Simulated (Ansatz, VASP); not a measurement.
## Two plane-wave programs on WS2

```xyz
6
Lattice="3.3552 0.0000 0.0000 -1.6776 2.9057 0.0000 0.0000 0.0000 10.1450" Properties=species:S:1:pos:R:3 pbc="T T T"
W     0.0000    1.9371    2.5363
W     1.6776    0.9686    7.6088
S     0.0000    1.9371    6.2539
S     1.6776    0.9686    1.1814
S     0.0000    1.9371    8.9636
S     1.6776    0.9686    3.8911
```

Alike in both runs: task single point; functional PBEsol; dispersion D3(BJ); k mesh 12 × 12 × 4; occupations gaussian, width 0.05 eV; no spin polarisation.

|  | VASP | Ansatz |
| --- | --- | --- |
| version | VASP 6.6.1 | Ansatz 0.2.0 |
| potentials or method | VASP PAW PBE potentials, release 64 (W_sv, S), cutoff 520 eV | scalar-relativistic, plane waves, PAW |
| valence electrons in the cell | 52 | 52 |

Ansatz gave:

| Quantity | Value |
| --- | --- |
| gap on the k mesh at the Fermi level (eV) | none |
| pressure (GPa) | 4.8 |
| traceless stress, the component that is largest in VASP (GPa) | 29.04 |
| rms of the force components (eV/Å) | 1.000 |

Question: Which values does VASP return?

Answer: gap on the k mesh at the Fermi level (eV): none; pressure (GPa): 5.0; traceless stress, the component that is largest in VASP (GPa): 29.14; rms of the force components (eV/Å): 1.009.

VASP's potentials were made for PBE, not for PBEsol. Atom by atom the forces differ by 0.009 eV/Å (rms over components). A gap of «none» marks a metal or a gap that the smearing closes.

Spin-orbit coupling is off throughout.
